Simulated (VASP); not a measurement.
Here is a VASP 6.6.1 calculation.

Contents of INCAR:

```
SYSTEM = SrO
  PREC = Accurate
  ENCUT = 520
  EDIFF = 1E-8
  ISMEAR = -1
  SIGMA = 0.02
  LREAL = .False.
  LASPH = .True.
  NELM = 60
  ALGO = Normal
  ISIF = 2
  LWAVE = .False.
  LCHARG = .False.
  GGA = PE
  LEFG = .True.
  NBANDS = 15
```

KPOINTS

```
regular mesh
0
Gamma
  8 8 8
  0 0 0
```

The input POSCAR:

```
SrO
1.0
    0.0000000000      2.5827461778      2.5441020000
    2.5827461778      0.0000000000      2.5441020000
    2.5827461778      2.5827461778      0.0000000000
Sr O
1 1
Direct
    0.0000000000      0.0000000000      0.0000000000
    0.5000000000      0.5000000000      0.5000000000
```

Potentials or basis: VASP PAW PBE potentials, release 64 (Sr_sv, O).

Run with:

```bash
$ cat potpaw_PBE.64/Sr_sv/POTCAR potpaw_PBE.64/O/POTCAR > POTCAR
$ mpirun -np 1 vasp_std > vasp.out
```

What does it give for the pressure?

3.6 GPa.

What does it give for the band gap on the k mesh?

3.19 eV, indirect (least direct gap 3.33 eV).

Stress tensor (GPa, compression positive):
```
2.82 0.00 0.00
0.00 2.82 0.00
0.00 0.00 5.04
```

Caveat: without QUAD_EFG the Cq values of the log hold for a quadrupole moment of 1 mb, not for the nuclei. A k mesh can miss the band edges.
